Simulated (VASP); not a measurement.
Write the native input for VASP 6.6.1 that does the following.

```yaml
Task: electric field gradients
Functional: LDA
Potentials_or_basis: VASP PAW LDA potentials, release 64 (Cu, O)
Cutoff: 520 eV
k_mesh: 12 × 12 × 12
Occupations: fermi-dirac, width 0.08 eV
Spin: no spin polarisation
Dipole_correction: no
Further_INCAR_settings: ALGO = Normal; EDIFF = 1e-08; NBANDS = 16
```

The structure of CuO (CsCl type) lies in POSCAR:

```
CuO
1.0
    2.6368332336      0.0000000000      0.0000000000
    0.0000000000      2.6368332336      0.0000000000
    0.0000000000      0.0000000000      2.6368332336
Cu O
1 1
Direct
    0.0000000000      0.0000000000      0.0000000000
    0.5000000000      0.5000000000      0.5000000000
```

These files were run (other wordings do the same):

INCAR

```
PREC = Accurate ; ENCUT = 520
EDIFF = 1E-8 ; ISMEAR = -1
SIGMA = 0.08 ; LREAL = False
LASPH = True ; NELM = 60
ALGO = Normal ; ISIF = 2
LWAVE = False ; LCHARG = False
LEFG = True ; NBANDS = 16
```

KPOINTS

```
regular mesh
0
Gamma
  12 12 12
```

Potentials or basis: VASP PAW LDA potentials, release 64 (Cu, O).

Launch:

```bash
$ cat potpaw_LDA.64/Cu/POTCAR potpaw_LDA.64/O/POTCAR > POTCAR
$ mpirun -np 1 vasp_std > vasp.out
```

It gave:

```
Pressure : -16.2 GPa
```

Caveat: without QUAD_EFG the Cq values of the log hold for a quadrupole moment of 1 mb, not for the nuclei; an odd number of electrons without spin polarisation forces a metal; a magnetic or distorted state may lie lower.

Run time: 30 s on 1 thread of AMD EPYC 7R43 64-Core Processor (Zen 3), on a shared host, peak memory 0.1 GiB.
